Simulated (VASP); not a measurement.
Cl, 4 atoms in the cell. The structure is orthorhombic, space group Cmce (No. 64). The conventional cell has a = 6.240 Å, b = 4.480 Å, c = 8.260 Å, α = 90.00°, β = 90.00°, γ = 90.00°. Cl (site symmetry m) has 1 Cl at 2.02 Å within 2.7 Å. 

* Program: VASP 6.6.1
* Task: relaxation of cell and atoms
* Functional: PBE
* Potentials or basis: VASP PAW PBE potentials, release 64 (Cl)
* Cutoff: 600 eV
* k mesh: 8 × 8 × 4
* Occupations: gaussian, width 0.02 eV
* Spin: no spin polarisation
* Dipole correction: no
* Further INCAR settings: ALGO = Normal; EDIFF = 1e-06; IBRION = 2; EDIFFG = -0.01; NSW = 100; ISIF = 3

Potentials or basis: VASP PAW PBE potentials, release 64 (Cl).

Command:

```sh
$ cat potpaw_PBE.64/Cl/POTCAR > POTCAR
$ mpirun -np 1 vasp_std > vasp.out
```

Hardware: 1 thread of Intel Xeon 8259CL, on a shared host.

Q: How long does it take, and how much memory?

A: Run time: 35 min on 1 thread of Intel Xeon 8259CL, on a shared host, peak memory 0.33 GiB. Counts: scf iterations 156, k points 63, ion steps 20.
